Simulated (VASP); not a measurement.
# HfB (Fm-3m) in VASP: further runs, part 2 of 3

VASP 6.6.1. Earlier steps stand in the parts before.

## 3. Relaxation of cell and atoms, PBEsol, target pressure 10 GPa, at which the enthalpy is minimised

File INCAR:

```
ALGO = Normal
EDIFF = 1E-6
EDIFFG = -0.01
ENCUT = 600
GGA = PS
IBRION = 2
ISIF = 3
ISMEAR = -1
LASPH = T
LCHARG = F
LREAL = F
LWAVE = F
NELM = 60
NSW = 60
PREC = Accurate
PSTRESS = 100.0
SIGMA = 0.05
```

File KPOINTS:

```
k-points
0
Gamma
  10 10 10
```

File POSCAR:

```
HfB
1.0
    0.0000000000      2.3100000000      2.3100000000
    2.3100000000      0.0000000000      2.3100000000
    2.3100000000      2.3100000000      0.0000000000
Hf B
1 1
Direct
    0.5000000000      0.5000000000      0.5000000000
    0.0000000000      0.0000000000      0.0000000000
```

Potentials or basis: VASP PAW PBE potentials, release 64 (Hf_pv, B).

Run with:

```console
cat potpaw_PBE.64/Hf_pv/POTCAR potpaw_PBE.64/B/POTCAR > POTCAR
mpirun -np 1 vasp_std > vasp.out
```

OUTCAR:

```text
EDIFF = 1E-6
   EDIFFG = -0.01
   ENCUT = 600
   GGA = PS
   IBRION = 2
   ISIF = 3
   ISMEAR = -1
   LASPH = T
   LREAL = F
   NELM = 60
   NSW = 60
   PREC = Accurate
   PSTRESS = 100.0

 ion  position               nearest neighbor table
   1  0.500  0.500  0.500-   2 2.31   2 2.31   2 2.31   2 2.31   2 2.31   2 2.31
   2  0.000  0.000  0.000-   1 2.31   1 2.31   1 2.31   1 2.31   1 2.31   1 2.31

  LATTYP: Found a face centered cubic cell.
 ALAT       =     4.6200000000

  Lattice vectors:

 A1 = (   0.0000000000,   2.3100000000,   2.3100000000)
 A2 = (   2.3100000000,   0.0000000000,   2.3100000000)
 A3 = (   2.3100000000,   2.3100000000,   0.0000000000)

Analysis of symmetry for initial positions (statically):
=====================================================================
 Subroutine PRICEL returns:
 Original cell was already a primitive cell.

 Routine SETGRP: Setting up the symmetry group for a
 face centered cubic supercell.

 Subroutine GETGRP returns: Found 48 space group operations
 (whereof 48 operations were pure point group operations)
 out of a pool of 48 trial point group operations.

The static configuration has the point symmetry O_h .

Analysis of symmetry for dynamics (positions and initial velocities):
=====================================================================
 Subroutine PRICEL returns:
 Original cell was already a primitive cell.

 Routine SETGRP: Setting up the symmetry group for a
 face centered cubic supercell.

 Subroutine GETGRP returns: Found 48 space group operations
 (whereof 48 operations were pure point group operations)
 out of a pool of 48 trial point group operations.

The dynamic configuration has the point symmetry O_h .

 Subroutine INISYM returns: Found 48 space group operations
 (whereof 48 operations are pure point group operations),
 and found     1 'primitive' translations

----------------------------------------------------------------------------------------

                                     Primitive cell

  volume of cell :      24.6528

  direct lattice vectors                    reciprocal lattice vectors
     0.000000000  2.310000000  2.310000000    -0.216450216  0.216450216  0.216450216
     2.310000000  0.000000000  2.310000000     0.216450216 -0.216450216  0.216450216
     2.310000000  2.310000000  0.000000000     0.216450216  0.216450216 -0.216450216

  length of vectors
     3.266833329  3.266833329  3.266833329     0.374902772  0.374902772  0.374902772

  position of ions in fractional coordinates (direct lattice)
     0.500000000  0.500000000  0.500000000
     0.000000000  0.000000000  0.000000000

  ion indices of the primitive-cell ions
   primitive index   ion index
                 1           1
                 2           2

----------------------------------------------------------------------------------------

 KPOINTS: k-points

Automatic generation of k-mesh.
[... 26 lines left out ...]
  0.300000  0.000000  0.000000      8.000000
  0.400000  0.000000  0.000000      8.000000
  0.500000  0.000000  0.000000      4.000000
[... 16 lines left out ...]
  0.300000  0.300000  0.000000      6.000000
  0.400000  0.300000  0.000000     24.000000
 [... further k-points ...]
   k-points           NKPTS =     47   k-points in BZ     NKDIM =     47   number of bands    NBANDS=     10
   number of dos      NEDOS =    301   number of ions     NIONS =      2
   total plane-waves  NPLWV =  21952
   dimension x,y,z NGX =    28 NGY =   28 NGZ =   28
   dimension x,y,z NGXF=    56 NGYF=   56 NGZF=   56
   ions per type =               1   1
   NGX,Y,Z   is equivalent  to a cutoff of  14.25, 14.25, 14.25 a.u.
   NGXF,Y,Z  is equivalent  to a cutoff of  28.50, 28.50, 28.50 a.u.
 SYSTEM =  unknown system
   PREC   = accura    normal or accurate (medium, high low for compatibility)
   ISTART =      0    job   : 0-new  1-cont  2-samecut
   ICHARG =      2    charge: 1-file 2-atom 10-const
   ISPIN  =      1    spin polarized calculation?
   LNONCOLLINEAR =      F non collinear calculations
   LSORBIT =      F    spin-orbit coupling
   LASPH  =      T    aspherical Exc in radial PAW
   ENCUT  =  600.0 eV  44.10 Ry    6.64 a.u.   6.52  6.52  6.52*2*pi/ulx,y,z
   NELM   =     60;   NELMIN=  2; NELMDL= -5     # of ELM steps
   EDIFF  = 0.1E-05   stopping-criterion for ELM
   LREAL  =      F    real-space projection
   EDIFFG = -.1E-01   stopping-criterion for IOM
   NSW    =     60    number of steps for IOM
   IBRION =      2    ionic relax: 0-MD 1-quasi-New 2-CG
   NFREE  =      1    steps in history (QN), initial steepest desc. (CG)
   ISIF   =      3    stress and relaxation
   ISYM   =      2    0-nonsym 1-usesym 2-fastsym
   POTIM  = 0.5000    time-step for ionic-motion
   TEBEG  =    0.0;   TEEND  =   0.0 temperature during run
   PSTRESS=  100.0 pullay stress
   NELECT =      13.0000    total number of electrons
   NUPDOWN=      -1.0000    fix difference up-down
   EMIN   =  10.00;   EMAX   =-10.00  energy-range for DOS
   EFERMI =   0.00;   METHOD = LEGACY
   ISMEAR =    -1;   SIGMA  =   0.05  broadening in eV -4-tet -1-fermi 0-gaus
   EFERMI_NEDOS =   21; number of points for ismear=-14 and -15
   IALGO  =     38    algorithm
   IMIX   =      4    mixing-type and parameters
     AMIX     =   0.40;   BMIX     =  1.00
     AMIX_MAG =   1.60;   BMIX_MAG =  1.00
  volume/ion in A,a.u.               =      12.33        83.18
  Fermi-wavevector in a.u.,A,eV,Ry     =   1.322617  2.499383 23.800871  1.749315
  Thomas-Fermi vector in A             =   2.452285
   LORBIT       =      0    0 simple, 1 ext, 2 COOP (PROOUT), +10 PAW based schemes
   GGA     = PS    functional components
   LHFCALC =     F    Hartree Fock is set to
   AEXX    =    0.0000 exact exchange contribution
   IVDW    =     0    specifies the selected vdW correction
   LEPSILON=     F    determine dielectric tensor
   LRPA    =     F    only Hartree local field effects (RPA)
 conjugate gradient relaxation of ions
 non-spin polarized calculation
  energy-cutoff  :      600.00
  volume of cell :       24.65
 maximum number of plane-waves:       869
 NGX is ok and might be reduce to    28
   NGX = 13   NGY = 13   NGZ = 13

--------------------------------------- Ionic step        1  -------------------------------------------

 number of electron      13.0000000 magnetization

 Free energy of the ion-electron system (eV)
  ---------------------------------------------------
  ext. energy  EPLUGINS =         0.00000000
  ---------------------------------------------------
  free energy    TOTEN  =       -18.20725390 eV

  energy without entropy =      -18.19660345  energy(sigma->0) =      -18.20192868

------------------------ aborting loop because EDIFF is reached ----------------------------------------

  FORCE on cell =-STRESS in cart. coord.  units (eV):
  Direction    XX          YY          ZZ          XY          YZ          ZX
  --------------------------------------------------------------------------------------
  -------------------------------------------------------------------------------------
  Total        3.7395877      3.7395877      3.7395877      0.0000000      0.0000000      0.0000000
  in kB      243.0347477    243.0347477    243.0347477      0.0000000      0.0000000      0.0000000
  external PRESSURE =     143.0347477 kB  Pullay stress =     100.0000000 kB
[... 101 lines left out ...]
--------------------------------------- Ionic step        4  -------------------------------------------

 number of electron      13.0000001 magnetization

 Free energy of the ion-electron system (eV)
  ---------------------------------------------------
  ext. energy  EPLUGINS =         0.00000000
  ---------------------------------------------------
  free energy    TOTEN  =       -18.36424368 eV

  energy without entropy =      -18.35104653  energy(sigma->0) =      -18.35764510

 E-fermi :   4.6005     XC(G=0): -12.1256

 val. band max:        4.5916844246   @ k =  -0.2000   0.1000   0.0000
 cond. band min:       4.6026814621   @ k =   0.5000   0.3000   0.1000
 fundamental gap:      0.0109970375
 Fermi energy:         4.6004600436

 k-point     1 :       0.0000    0.0000    0.0000
  band No.  band energies     occupation
      1     -23.9314      2.00000
      2     -23.9314      2.00000
      3     -23.9314      2.00000
      4      -4.7483      2.00000
      5       6.7196      0.00000
      6       6.7196      0.00000
      7       6.7196      0.00000
      8       8.4495      0.00000
      9       8.4495      0.00000
     10       8.4495      0.00000
[... 287 lines left out ...]
 k-point    24 :       0.4000    0.3000    0.0000
  band No.  band energies     occupation
      1     -24.3735      2.00000
      2     -24.1117      2.00000
      3     -24.0933      2.00000
      4      -1.8923      2.00000
      5       2.4833      2.00000
      6       3.9042      2.00000
      7       5.8850      0.00000
      8       6.6585      0.00000
      9      10.5770      0.00000
     10      12.0853      0.00000

 [... further k-points ...]
[... 5 lines left out ...]
  --------------------------------------------------------------------------------------
  -------------------------------------------------------------------------------------
  Total        1.6268890      1.6268890      1.6268890      0.0000000      0.0000000     -0.0000000
  in kB       99.6867819     99.6867819     99.6867819      0.0000000      0.0000000     -0.0000000
  external PRESSURE =      -0.3132181 kB  Pullay stress =     100.0000000 kB
[... 21 lines left out ...]
  energy  without entropy=      -18.3510465278  energy(sigma->0) =      -18.35764510

  enthalpy is  TOTEN    =       -16.7322429308 eV   P V=        1.6320007497

 reached required accuracy - stopping structural energy minimisation
```

OSZICAR:

```text
N       E                     dE             d eps       ncg     rms          rms(c)
DAV:   1     0.162007063392E+02    0.16201E+02   -0.82752E+03   940   0.137E+03
DAV:   2    -0.187695734641E+02   -0.34970E+02   -0.33575E+02  1210   0.208E+02
DAV:   3    -0.197237821881E+02   -0.95421E+00   -0.93565E+00  1222   0.247E+01
DAV:   4    -0.197305782515E+02   -0.67961E-02   -0.67667E-02  1152   0.194E+00
[... 29 lines left out ...]
       N       E                     dE             d eps       ncg     rms          rms(c)
DAV:   1    -0.183643274093E+02    0.22005E-02   -0.23381E-03   940   0.492E-01    0.126E-01
DAV:   2    -0.183642629733E+02    0.64436E-04   -0.99823E-05   944   0.106E-01    0.649E-02
DAV:   3    -0.183642435168E+02    0.19457E-04   -0.62442E-05  1020   0.730E-02    0.556E-02
DAV:   4    -0.183642436806E+02   -0.16380E-06   -0.69564E-07   626   0.100E-02
   4 F= -.16732243E+02 E0= -.16725644E+02  d E =-.636940E-01
```

Run time: 37 s. Hardware: 1 thread of Intel Xeon Platinum 8259CL at 2.50GHz (Skylake/Cascade Lake), shared host; peak memory 0.17 GiB.

What came out:

```yaml
Free_energy: -18.3642 eV
Relaxed_volume: 13.07 Å³/atom
Relaxed_cell: a = 3.332 Å, b = 3.332 Å, c = 3.332 Å, α = 60.00°, β = 60.00°, γ = 60.00°
Space_group_after_relaxing_to_0.05_Å: Fm-3m (No. 225)
Energy_change_on_relaxing_the_enthalpy_is_what_falls: -78.5 meV/atom
Ionic_steps: 4
Pressure_after_relaxing: 10.0 GPa
```

Step by step:
```
step  energy change (eV)  largest force (eV/Å)  pressure (GPa)  volume (Å³)
   1              0.0000                0.0000           24.30        24.65
   2             -0.1648                0.0000           -7.60        28.79
   3             -0.1593                0.0000            9.67        26.18
   4             -0.1570                0.0000            9.97        26.15
```

Final structure:
```cif
data_structure
_symmetry_space_group_name_H-M 'P 1'
_symmetry_Int_Tables_number 1
_cell_length_a 3.3316
_cell_length_b 3.3316
_cell_length_c 3.3316
_cell_angle_alpha 60.000
_cell_angle_beta 60.000
_cell_angle_gamma 60.000
_cell_volume 26.15
loop_
_atom_site_label
_atom_site_type_symbol
_atom_site_fract_x
_atom_site_fract_y
_atom_site_fract_z
_atom_site_occupancy
Hf1 Hf 0.50000 0.50000 0.50000 1
B1 B 0.00000 0.00000 0.00000 1
```

Caveat: the cell is relaxed towards a set pressure, so the enthalpy falls and the energy may rise; the PAW data sets were made with another functional, which shifts forces and pressure a little; spin-orbit coupling is left out, which moves the levels of the heavy elements. Zero-point motion and thermal expansion aren't in these numbers.

[end of part 2 of 3]
